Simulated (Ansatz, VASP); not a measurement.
**BN: VASP beside Ansatz**

```
B N
1.0
     2.48835    0.00000    0.00000
    -1.24418    2.15498    0.00000
     0.00000    0.00000    6.73365
B N
2 2
Direct
  0.33333 0.66667 0.25000
  0.66667 0.33333 0.75000
  0.33333 0.66667 0.75000
  0.66667 0.33333 0.25000
```

Change from the starting cell: normal strain along x +0.0000, normal strain along z +0.0367.

Alike in both runs: functional LDA; k mesh 12 × 12 × 4; occupations gaussian, width 0.05 eV; no spin polarisation.

Ansatz relaxed the structure, and its values are those at the end. VASP's run is a single point on that final structure, the one shown.

```csv
,VASP,Ansatz
version,VASP 6.6.1,Ansatz 0.2.0
potentials or method,"VASP PAW LDA potentials, release 64 (B, N), cutoff 520 eV","scalar-relativistic, plane waves, PAW"
valence electrons in the cell,16,16
```

```tsv
	VASP	Ansatz	Ansatz less VASP
gap on the k mesh at the Fermi level (eV)	4.12	4.14	+0.012
least direct gap on the mesh (eV)	4.55	4.55	+0.006
pressure (GPa)	0.3	-0.3	-0.60
```

Ansatz warns that its potentials were made for another functional, while VASP's fit it. LDA's correlation is that of Perdew and Zunger in VASP and of Perdew and Wang (1992) in Ansatz. Ansatz's warnings: stress scf threshold loose.
